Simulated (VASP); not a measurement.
Write the native input for VASP 6.6.1 that does the following.

| Quantity | Value |
| --- | --- |
| Task | relaxation of cell and atoms |
| Functional | PBE |
| Potentials or basis | VASP PAW PBE potentials, release 64 (Ru_pv) |
| Cutoff | 600 eV |
| k mesh | 15 × 15 × 10 |
| Occupations | gaussian, width 0.1 eV |
| Spin | no spin polarisation |
| Dipole correction | no |
| Further INCAR settings | ALGO = Fast; EDIFF = 1e-06; IBRION = 2; EDIFFG = -0.01; NSW = 100; ISIF = 3 |

The structure of Ru lies in POSCAR:

```
Ru
1.0
    3.4388458147      0.0000000000      0.0000000000
   -1.7194229073      2.9781278352      0.0000000000
    0.0000000000      0.0000000000      4.6458931321
Ru
3
Direct
    0.3130188823      0.0000000000      0.3333333333
    0.0000000000      0.3130188823      0.6666666667
    0.6869811177      0.6869811177      0.0000000000
```

These files were run (other wordings do the same):

INCAR

```
SYSTEM = Ru
  ALGO = Fast
  EDIFF = 1E-6
  EDIFFG = -0.01
  ENCUT = 600
  GGA = PE
  IBRION = 2
  ISIF = 3
  ISMEAR = 0
  LASPH = .TRUE.
  LCHARG = .FALSE.
  LREAL = .FALSE.
  LWAVE = .FALSE.
  NELM = 80
  NSW = 100
  PREC = Accurate
  SIGMA = 0.1
```

KPOINTS

```
k-points
0
G
  15 15 10
  0 0 0
```

Potentials or basis: VASP PAW PBE potentials, release 64 (Ru_pv).

Launch:

```sh
$ cat potpaw_PBE.64/Ru_pv/POTCAR > POTCAR
$ mpirun -np 1 vasp_std > vasp.out
```

Results of the run:

* Relaxed volume: 15.83 Å³/atom
* Relaxed cell: a = 3.543 Å, b = 3.543 Å, c = 4.367 Å, α = 90.00°, β = 90.00°, γ = 120.00°
* Space group after relaxing (to 0.1 Å): Pm-3m (No. 221)
* Energy gained by relaxing: 10.7 meV/atom
* Ionic steps: 18
* Pressure after relaxing: 0.0 GPa
* Largest force after relaxing: 0.006 eV/Å
* Band gap on the k mesh: zero (bands 21 and 22 overlap by 2.12 eV)

Run time: 23 min on 1 thread of Intel(R) Xeon(R) 6975P-C (Granite Rapids), on a shared host, peak memory 0.39 GiB.
